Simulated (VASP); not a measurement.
# EuS (Fm-3m) in VASP: further runs, part 2 of 2

VASP 6.6.1. Earlier steps stand in the parts before.

## Step 5: Single point, PBE+D3(BJ)+U, collinear spin, ferromagnetic start (25.84 Å³/atom)

This run uses another cell than the first one, of 25.84 Å³/atom.

Input file INCAR:

```
SYSTEM = EuS
PREC     = Accurate       ! precision mode
ENCUT    = 600            ! plane-wave cutoff, eV
EDIFF    = 1E-6           ! SCF threshold, eV
ISMEAR   = 0              ! smearing method
SIGMA    = 0.05           ! smearing width, eV
LREAL    = .FALSE.        ! projectors in reciprocal space
LASPH    = .TRUE.         ! aspherical terms in the spheres
NELM     = 200            ! most SCF steps
ALGO     = Normal         ! electronic algorithm
ISIF     = 2              ! what is computed and relaxed
LWAVE    = .FALSE.        ! write WAVECAR
LCHARG   = .FALSE.        ! write CHGCAR
ISPIN    = 2              ! spin polarisation
MAGMOM   = 7.54 -0.07     ! initial moments
LORBIT   = 11             ! projections on sites
LMAXMIX  = 6              ! l up to which the mixer works
LDAU     = .TRUE.         ! DFT+U
LDAUTYPE = 2            
LDAUL    = 3 -1           ! shell
LDAUU    = 6 0            ! U, eV
LDAUJ    = 0 0          
LDAUPRINT= 1            
GGA      = PE             ! functional
IVDW     = 12             ! dispersion correction
NBANDS   = 22             ! bands
GGA_COMPAT= .FALSE.
```

Input file KPOINTS:

```
regular mesh
0
G
  8 8 8
  0 0 0
```

Input file POSCAR:

```
EuS
1.0
    0.0000000000      2.9562934067      2.9562934067
    2.9562934067      0.0000000000      2.9562934067
    2.9562934067      2.9562934067      0.0000000000
Eu S
1 1
Direct
    0.5000000000      0.5000000000      0.5000000000
    0.0000000000      0.0000000000      0.0000000000
```

Potentials or basis: VASP PAW PBE potentials, release 64 (Eu, S).

Launch:

```
$ cat potpaw_PBE.64/Eu/POTCAR potpaw_PBE.64/S/POTCAR > POTCAR
$ mpirun -np 1 vasp_std > vasp.out
```

OUTCAR:

```text
SYSTEM = EuS
   PREC = Accurate
   ENCUT = 600
   EDIFF = 1E-6
   ISMEAR = 0
   LREAL = .FALSE.
   LASPH = .TRUE.
   NELM = 200
   ISIF = 2
   ISPIN = 2
   LORBIT = 11
   GGA = PE
   IVDW = 12
 IVDW          = 12

 ion  position               nearest neighbor table
   1  0.500  0.500  0.500-   2 2.96   2 2.96   2 2.96   2 2.96   2 2.96   2 2.96
   2  0.000  0.000  0.000-   1 2.96   1 2.96   1 2.96   1 2.96   1 2.96   1 2.96

  LATTYP: Found a face centered cubic cell.
 ALAT       =     5.9125868134

  Lattice vectors:

 A1 = (   0.0000000000,   2.9562934067,   2.9562934067)
 A2 = (   2.9562934067,   0.0000000000,   2.9562934067)
 A3 = (   2.9562934067,   2.9562934067,   0.0000000000)

Analysis of symmetry for initial positions (statically):
=====================================================================
 Subroutine PRICEL returns:
 Original cell was already a primitive cell.

[... 245 lines left out ...]
      6       1.3725      1.00000
[... 1193 lines left out ...]
     21      13.5214      0.00000
     22      13.6868      0.00000

 [... further k-points ...]

------------------------ aborting loop because EDIFF is reached ----------------------------------------

 Edisp (eV)   -0.67487

 E8    (eV) :    -0.3186

  FORCE on cell =-STRESS in cart. coord.  units (eV):
  Direction    XX          YY          ZZ          XY          YZ          ZX
  --------------------------------------------------------------------------------------
  -------------------------------------------------------------------------------------
  Total       0.02273     0.02273     0.02273     0.00000     0.00000    -0.00000
  in kB       0.70464     0.70464     0.70464     0.00000     0.00000    -0.00000
  external pressure =        0.70 kB  Pullay stress =        0.00 kB

 VOLUME and BASIS-vectors are now :
 -----------------------------------------------------------------------------
  energy-cutoff  :      600.00
  volume of cell :       51.67
      direct lattice vectors                 reciprocal lattice vectors
     0.000000000  2.956293407  2.956293407    -0.169130709  0.169130709  0.169130709
     2.956293407  0.000000000  2.956293407     0.169130709 -0.169130709  0.169130709
     2.956293407  2.956293407  0.000000000     0.169130709  0.169130709 -0.169130709

 POSITION                                       TOTAL-FORCE (eV/Angst)
 -----------------------------------------------------------------------------------
      2.95629      2.95629      2.95629         0.000000     -0.000000     -0.000000
      0.00000      0.00000      0.00000        -0.000000      0.000000      0.000000
 -----------------------------------------------------------------------------------
    total drift:                                0.000000      0.000000      0.000000

  FREE ENERGIE OF THE ION-ELECTRON SYSTEM (eV)
  ---------------------------------------------------
  free  energy   TOTEN  =       -19.8049264945 eV

  energy  without entropy=      -19.8049264721  energy(sigma->0) =      -19.80492648

 total charge

# of ion       s       p       d       f       tot
--------------------------------------------------
    1        2.030   5.791   0.256   6.823  14.900
    2        1.317   2.459   0.000   0.000   3.776
--------------------------------------------------
tot          3.347   8.249   0.256   6.823  18.676

 magnetization (x)

# of ion       s       p       d       f       tot
--------------------------------------------------
    1       -0.016  -0.117   0.048   6.803   6.718
    2       -0.006  -0.057   0.000   0.000  -0.064
--------------------------------------------------
tot         -0.022  -0.175   0.048   6.803   6.654
```

stdout:

```text
POSCAR found type information on POSCAR EuS
 POSCAR found :  2 types and       2 ions
 scaLAPACK will be used
 LDA part: xc-table for (Slater+PW92), standard interpolation
 POSCAR, INCAR and KPOINTS ok, starting setup
 FFT: planning ... GRIDC
 FFT: planning ... GRID_SOFT
 FFT: planning ... GRID
 WAVECAR not read
 entering main loop
```

Wall time 2.1 min (1 thread of Intel Xeon Platinum 8124M at 3.00GHz (Skylake/Cascade Lake), shared host); peak memory 0.29 GiB.

What came out:

```yaml
Free_energy: -19.8049 eV
Pressure: 0.1 GPa
Band_gap_on_the_k_mesh: 0.30 eV (least direct gap 0.58 eV)
Net_moment: 7.00 μB per cell
Site_moments: Eu +6.72; S -0.06 μB
Valence_electrons_inside_the_program's_atomic_spheres: Eu 14.90; S 3.78
Dispersion_energy_per_atom: -0.337 eV
```

Eigenvalues of the final occupation matrices:
| site | spin | trace | eigenvalues |
| --- | --- | --- | --- |
| site 1 f | 1 | 6.82 | 0.97 0.97 0.97 0.97 0.98 0.98 0.98 |
| site 1 f | 2 | 0.01 | 0.00 0.00 0.00 0.00 0.00 0.00 0.00 |

Caveat: three body term missing; spin-orbit coupling is left out, which moves the levels of the heavy elements; a cell with one magnetic atom can't hold antiferromagnetic order, which such compounds often take.

## Step 6: Single point, PBE+D3(BJ)+U, collinear spin, ferromagnetic start (26.22 Å³/atom)

This run uses another cell than the first one, of 26.22 Å³/atom.

Input file INCAR:

```
SYSTEM = EuS
ALGO = Normal
EDIFF = 1E-6
ENCUT = 600
GGA = PE
GGA_COMPAT = .False.
ISIF = 2
ISMEAR = 0
ISPIN = 2
IVDW = 12
LASPH = .True.
LCHARG = .False.
LDAU = .True.
LDAUJ = 0 0
LDAUL = 3 -1
LDAUPRINT = 1
LDAUTYPE = 2
LDAUU = 6 0
LMAXMIX = 6
LORBIT = 11
LREAL = .False.
LWAVE = .False.
MAGMOM = 7.55 -0.07
NBANDS = 22
NELM = 200
PREC = Accurate
SIGMA = 0.05
```

Input file KPOINTS:

```
k-points
0
Gamma
  8 8 8
  0 0 0
```

Input file POSCAR:

```
EuS
1.0
    0.0000000000      2.9709076301      2.9709076301
    2.9709076301      0.0000000000      2.9709076301
    2.9709076301      2.9709076301      0.0000000000
Eu S
1 1
Direct
    0.5000000000      0.5000000000      0.5000000000
    0.0000000000      0.0000000000      0.0000000000
```

Potentials or basis: VASP PAW PBE potentials, release 64 (Eu, S).

Launch:

```
$ cat potpaw_PBE.64/Eu/POTCAR potpaw_PBE.64/S/POTCAR > POTCAR
$ mpirun -np 1 vasp_std > vasp.out
```

OUTCAR:

```text
SYSTEM = EuS
   EDIFF = 1E-6
   ENCUT = 600
   GGA = PE
   ISIF = 2
   ISMEAR = 0
   ISPIN = 2
   IVDW = 12
   LASPH = .True.
   LORBIT = 11
   LREAL = .False.
   NELM = 200
   PREC = Accurate
 IVDW          = 12

 ion  position               nearest neighbor table
   1  0.500  0.500  0.500-   2 2.97   2 2.97   2 2.97   2 2.97   2 2.97   2 2.97
   2  0.000  0.000  0.000-   1 2.97   1 2.97   1 2.97   1 2.97   1 2.97   1 2.97

  LATTYP: Found a face centered cubic cell.
 ALAT       =     5.9418152602

  Lattice vectors:

 A1 = (   0.0000000000,   2.9709076301,   2.9709076301)
 A2 = (   2.9709076301,   0.0000000000,   2.9709076301)
 A3 = (   2.9709076301,   2.9709076301,   0.0000000000)

Analysis of symmetry for initial positions (statically):
=====================================================================
 Subroutine PRICEL returns:
 Original cell was already a primitive cell.

 Routine SETGRP: Setting up the symmetry group for a
 face centered cubic supercell.

 Subroutine GETGRP returns: Found 48 space group operations
 (whereof 48 operations were pure point group operations)
 out of a pool of 48 trial point group operations.

The static configuration has the point symmetry O_h .

Analysis of symmetry for dynamics (positions and initial velocities):
=====================================================================
 Subroutine PRICEL returns:
 Original cell was already a primitive cell.

 Routine SETGRP: Setting up the symmetry group for a
 face centered cubic supercell.

 Subroutine GETGRP returns: Found 48 space group operations
 (whereof 48 operations were pure point group operations)
 out of a pool of 48 trial point group operations.

The dynamic configuration has the point symmetry O_h .

Analysis of structural, dynamic, and magnetic symmetry:
[... 194 lines left out ...]

 number of electron      22.9999998 magnetization       7.0000090

 Free energy of the ion-electron system (eV)
  ---------------------------------------------------
  ext. energy  EPLUGINS =         0.00000000
  ---------------------------------------------------
  free energy    TOTEN  =       -19.13899608 eV

  energy without entropy =      -19.13899608  energy(sigma->0) =      -19.13899608

 E-fermi :   3.4879     XC(G=0):  -9.5910

 val. band max:        3.2972533456   @ k =   0.0000   0.0000   0.0000
 cond. band min:       3.6760922501   @ k =   0.5000   0.5000   0.0000
 fundamental gap:      0.3788389045
 Fermi energy:         3.4879488363

 spin component 1

 k-point     1 :       0.0000    0.0000    0.0000
  band No.  band energies     occupation
      1     -36.3348      1.00000
      2     -15.2166      1.00000
      3     -15.2166      1.00000
      4     -15.2166      1.00000
      5      -9.1364      1.00000
      6       1.2963      1.00000
[... 1193 lines left out ...]
     21      13.3910      0.00000
     22      13.5527      0.00000

 [... further k-points ...]

------------------------ aborting loop because EDIFF is reached ----------------------------------------

 Edisp (eV)   -0.66452

 E8    (eV) :    -0.3138

  FORCE on cell =-STRESS in cart. coord.  units (eV):
  Direction    XX          YY          ZZ          XY          YZ          ZX
  --------------------------------------------------------------------------------------
  -------------------------------------------------------------------------------------
  Total      -0.21982    -0.21982    -0.21982    -0.00000     0.00000     0.00000
  in kB      -6.71545    -6.71545    -6.71545    -0.00000     0.00000     0.00000
  external pressure =       -6.72 kB  Pullay stress =        0.00 kB

 VOLUME and BASIS-vectors are now :
 -----------------------------------------------------------------------------
  energy-cutoff  :      600.00
  volume of cell :       52.44
      direct lattice vectors                 reciprocal lattice vectors
     0.000000000  2.970907630  2.970907630    -0.168298736  0.168298736  0.168298736
     2.970907630  0.000000000  2.970907630     0.168298736 -0.168298736  0.168298736
     2.970907630  2.970907630  0.000000000     0.168298736  0.168298736 -0.168298736

 POSITION                                       TOTAL-FORCE (eV/Angst)
 -----------------------------------------------------------------------------------
      2.97091      2.97091      2.97091        -0.000000     -0.000000      0.000000
      0.00000      0.00000      0.00000         0.000000      0.000000     -0.000000
 -----------------------------------------------------------------------------------
    total drift:                                0.000000      0.000000      0.000000

  FREE ENERGIE OF THE ION-ELECTRON SYSTEM (eV)
  ---------------------------------------------------
  free  energy   TOTEN  =       -19.8035208335 eV

  energy  without entropy=      -19.8035208334  energy(sigma->0) =      -19.80352083

 total charge

# of ion       s       p       d       f       tot
--------------------------------------------------
    1        2.030   5.790   0.248   6.826  14.893
    2        1.317   2.454   0.000   0.000   3.771
--------------------------------------------------
tot          3.346   8.243   0.248   6.826  18.664

 magnetization (x)

# of ion       s       p       d       f       tot
--------------------------------------------------
    1       -0.016  -0.117   0.046   6.807   6.720
    2       -0.006  -0.057   0.000   0.000  -0.063
--------------------------------------------------
tot         -0.022  -0.174   0.046   6.807   6.657
```

stdout:

```text
POSCAR found type information on POSCAR EuS
 POSCAR found :  2 types and       2 ions
 scaLAPACK will be used
 LDA part: xc-table for (Slater+PW92), standard interpolation
 POSCAR, INCAR and KPOINTS ok, starting setup
 FFT: planning ... GRIDC
 FFT: planning ... GRID_SOFT
 FFT: planning ... GRID
 WAVECAR not read
 entering main loop
```

Wall time 2.3 min (1 thread of Intel Xeon Platinum 8124M at 3.00GHz (Skylake/Cascade Lake), shared host); peak memory 0.3 GiB.

Results:

* Free energy: -19.8035 eV
* Pressure: -0.7 GPa
* Band gap on the k mesh: 0.38 eV (least direct gap 0.65 eV)
* Net moment: 7.00 μB per cell
* Site moments: Eu +6.72; S -0.06 μB
* Valence electrons inside the program's atomic spheres: Eu 14.89; S 3.77
* Dispersion energy per atom: -0.332 eV

Eigenvalues of the final occupation matrices:
```csv
site,spin,trace,eigenvalues
site 1 f,1,6.82,0.97 0.97 0.97 0.98 0.98 0.98 0.98
site 1 f,2,0.01,0.00 0.00 0.00 0.00 0.00 0.00 0.00
```

Caveat: three body term missing; spin-orbit coupling is left out, which moves the levels of the heavy elements; a cell with one magnetic atom can't hold antiferromagnetic order, which such compounds often take.

## Step 7: The runs side by side

| level | cell | k mesh | gap on the mesh (eV) | pressure (GPa) | moment (μB) |
| --- | --- | --- | --- | --- | --- |
| PBE+U | a = 4.212 Å, angles 60.0°, 2 atoms | 4 × 4 × 4 | 0.41 | 1.3 | 7.00 |
| PBE+D3(BJ)+U | a = 4.124 Å, angles 60.0°, 2 atoms | 8 × 8 × 8 | 0.07 | 2.4 | 7.00 |
| PBE+D3(BJ)+U | a = 4.153 Å, angles 60.0°, 2 atoms | 8 × 8 × 8 | 0.19 | 1.2 | 7.00 |
| PBE+D3(BJ)+U | a = 4.181 Å, angles 60.0°, 2 atoms | 8 × 8 × 8 | 0.30 | 0.1 | 7.00 |
| PBE+D3(BJ)+U | a = 4.201 Å, angles 60.0°, 2 atoms | 8 × 8 × 8 | 0.38 | -0.7 | 7.00 |

Alike in all rows: task single point; potentials or basis VASP PAW PBE potentials, release 64 (Eu, S); spin collinear, ferromagnetic start; Eu f U = 6.0 eV; cutoff (eV) 600; smearing gaussian 0.05 eV.

Caveats: some runs use coarse meshes; spin-orbit coupling is left out, which moves the levels of the heavy elements; a cell with one magnetic atom can't hold antiferromagnetic order, which such compounds often take; three body term missing (at least some runs).

Total energies depend on the potentials used, so only differences within one code and one set of settings carry meaning.
